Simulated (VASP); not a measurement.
Here is a VASP 6.6.1 calculation.

Contents of POSCAR:

```
ZnS
1.0
    0.0000000000      2.6951814900      2.6951814900
    2.6951814900      0.0000000000      2.6951814900
    2.6951814900      2.6951814900      0.0000000000
Zn S
1 1
Direct
    0.2500000000      0.2500000000      0.2500000000
    0.0000000000      0.0000000000      0.0000000000
```

INCAR.step1

```
SYSTEM = ZnS
PREC = Accurate ; ENCUT = 520
ISMEAR = -1 ; SIGMA = 0.02
LREAL = .FALSE. ; LASPH = .TRUE.
NELM = 60 ; GGA = PE
ALGO = Normal ; EDIFF = 1E-4
LWAVE = .TRUE. ; LCHARG = .FALSE.
```

Contents of INCAR.step2:

```
SYSTEM = ZnS
PREC = Accurate ; ENCUT = 520
EDIFF = 1E-6 ; ISMEAR = -1
SIGMA = 0.02 ; LREAL = .FALSE.
LASPH = .TRUE. ; NELM = 60
ALGO = Normal ; ISIF = 2
LWAVE = .FALSE. ; LCHARG = .FALSE.
METAGGA = R2SCAN ; LMIXTAU = .TRUE.
IBRION = 2 ; NSW = 50
EDIFFG = -0.01 ; ISTART = 1
```

The input KPOINTS:

```
regular mesh
0
G
  10 10 10
  0 0 0
```

Potentials or basis: VASP PAW PBE potentials, release 64 (Zn, S).

Launch:

```console
$ cat potpaw_PBE.64/Zn/POTCAR potpaw_PBE.64/S/POTCAR > POTCAR
$ cp INCAR.step1 INCAR
$ mpirun -np 1 vasp_std > vasp.out
$ cp INCAR.step2 INCAR
$ mpirun -np 1 vasp_std > vasp.out
```

Q: Predict the band gap on the k mesh.

A: 2.71 eV, direct.

Final structure:
```yaml
crystal:
  lattice:
    - [0.00000, 2.69518, 2.69518]
    - [2.69518, 0.00000, 2.69518]
    - [2.69518, 2.69518, 0.00000]
  atoms:
    - { symbol: Zn, position: [0.25000, 0.25000, 0.25000] }
    - { symbol: S, position: [0.00000, 0.00000, 0.00000] }
```

Caveat: the relaxation stopped at its first step, so nothing moved.

**What was measured.**

From “Electronic, vibrational, and thermodynamic properties of ZnS (zincblende and rocksalt structure)”, 2009, arxiv:0911.5022, for a bulk crystal of ZnS at 19 K: band gap 3.85 eV (direct).

Measured gap of ZnS: 3.85 eV (direct; 19 K; quoted in “Electronic, vibrational, and thermodynamic properties of ZnS (zincblende and rocksalt structure)”, 2009, arxiv:0911.5022). This calculation gives 2.71 eV (-1.14 eV). The value is that of r2SCAN, without temperature or zero-point motion.
